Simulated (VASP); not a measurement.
Here is a VASP 6.6.1 calculation.

The input POSCAR:

```
Si
1.0
   -0.1436334000     -0.2337244800      2.5955116700
    2.8539932400     -0.1987167300     -0.1526128900
   -0.3441874700      4.6079786100     -0.4301308600
Si
2
Direct
    0.9669815000      0.9785314700      0.0148158000
    0.0330185000      0.5214685300      0.4851842000
```

File INCAR.step1:

```
SYSTEM = Si
  PREC = Accurate
  ENCUT = 520
  EDIFF = 1E-5
  ISMEAR = -1
  SIGMA = 0.05
  LREAL = .FALSE.
  LASPH = .TRUE.
  NELM = 100
  ALGO = Normal
  ISIF = 2
  LWAVE = .TRUE.
  GGA = PE
  NBANDS = 11
```

The input INCAR.step2:

```
SYSTEM = Si
  PREC = Accurate
  ENCUT = 520
  EDIFF = 1E-7
  ISMEAR = -1
  SIGMA = 0.05
  LREAL = .FALSE.
  LASPH = .TRUE.
  NELM = 100
  ALGO = Normal
  ISIF = 2
  LWAVE = .FALSE.
  LCHARG = .TRUE.
  GGA = PE
  LHFCALC = .TRUE.
  AEXX = 0.5
  HFSCREEN = 0.2
  PRECFOCK = Normal
  LELF = .TRUE.
  LVHAR = .TRUE.
  ISTART = 1
  NBANDS = 11
```

Contents of KPOINTS:

```
regular mesh
0
G
  5 5 3
  0 0 0
```

Potentials or basis: VASP PAW PBE potentials, release 64 (Si).

Launch:

```sh
$ cat potpaw_PBE.64/Si/POTCAR > POTCAR
$ cp INCAR.step1 INCAR
$ mpirun -np 1 vasp_std > vasp.out
$ cp INCAR.step2 INCAR
$ mpirun -np 1 vasp_std > vasp.out
```

Task: What does it give for the band gap on the k mesh?

Result: Zero (bands 4 and 5 overlap by 6.12 eV).

Task: Estimate the largest force.

Result: 0.527 eV/Å.

Task: What does it give for the pressure?

Result: -9.0 GPa.

Stress tensor (GPa, compression positive):
```
  1.48  -0.05   5.34
 -0.05  -9.13  10.11
  5.34  10.11 -19.46
```

Caveat: the k points lie up to 0.49 Å⁻¹ apart, too coarse for converged energies and pressures of a metal; the PAW data sets were made with another functional, which shifts forces and pressure a little.
